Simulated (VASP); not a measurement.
Write the native input for VASP 6.6.1 that does the following.

```yaml
Task: single point
Functional: r2SCAN
Potentials_or_basis: VASP PAW PBE potentials, release 64 (Mg, O)
Cutoff: 520 eV
k_mesh: 12 × 12 × 12
Occupations: gaussian, width 0.05 eV
Spin: no spin polarisation
Dipole_correction: no
Further_INCAR_settings: ALGO = Normal; EDIFF = 1e-07; NBANDS = 14
```

The system is MgO2.

```
Mg O
1.0
     1.68500    0.97283    3.58133
    -1.68500    0.97283    3.58133
     0.00000   -1.94567    3.58133
Mg O
1 2
Direct
  0.00000 0.00000 0.00000
  0.42879 0.42879 0.42879
  0.57121 0.57121 0.57121
```

This cell differs from its parent crystal: strain +0.050 along x and y, +0.025 along z.

One way to write it, as run:

POSCAR

```
MgO2
1.0
    1.6849990668      0.9728346648      3.5813283468
   -1.6849990668      0.9728346648      3.5813283468
    0.0000000000     -1.9456693296      3.5813283468
Mg O
1 2
Direct
    0.0000000000      0.0000000000      0.0000000000
    0.4287860000      0.4287860000      0.4287860000
    0.5712140000      0.5712140000      0.5712140000
```

INCAR.step1

```
PREC = Accurate
ENCUT = 520
ISMEAR = 0
SIGMA = 0.05
LREAL = False
LASPH = True
NELM = 60
NBANDS = 14
GGA = PE
ALGO = Normal
EDIFF = 1E-4
LWAVE = True
LCHARG = False
```

INCAR.step2

```
PREC = Accurate
ENCUT = 520
EDIFF = 1E-7
ISMEAR = 0
SIGMA = 0.05
LREAL = False
LASPH = True
NELM = 60
ALGO = Normal
ISIF = 2
LWAVE = False
LCHARG = False
METAGGA = R2SCAN
LMIXTAU = True
NBANDS = 14
ISTART = 1
```

KPOINTS

```
regular mesh
0
Gamma
  12 12 12
```

Potentials or basis: VASP PAW PBE potentials, release 64 (Mg, O).

Command:

```sh
$ cat potpaw_PBE.64/Mg/POTCAR potpaw_PBE.64/O/POTCAR > POTCAR
$ cp INCAR.step1 INCAR
$ mpirun -np 1 vasp_std > vasp.out
$ cp INCAR.step2 INCAR
$ mpirun -np 1 vasp_std > vasp.out
```

It gave:

The pressure is -16.4 GPa and the largest force is 0.102 eV/Å. The band gap on the k mesh is 2.53 eV.

Caveat: the cell differs from its parent crystal (strain +0.050 along x and y, +0.025 along z); the cell stands under tension; the PAW data sets were made with another functional, which shifts forces and pressure a little.

It took 3.3 min on 1 thread of Intel(R) Xeon(R) 6975P-C (Granite Rapids), with other jobs on the host, peak memory 0.23 GiB.
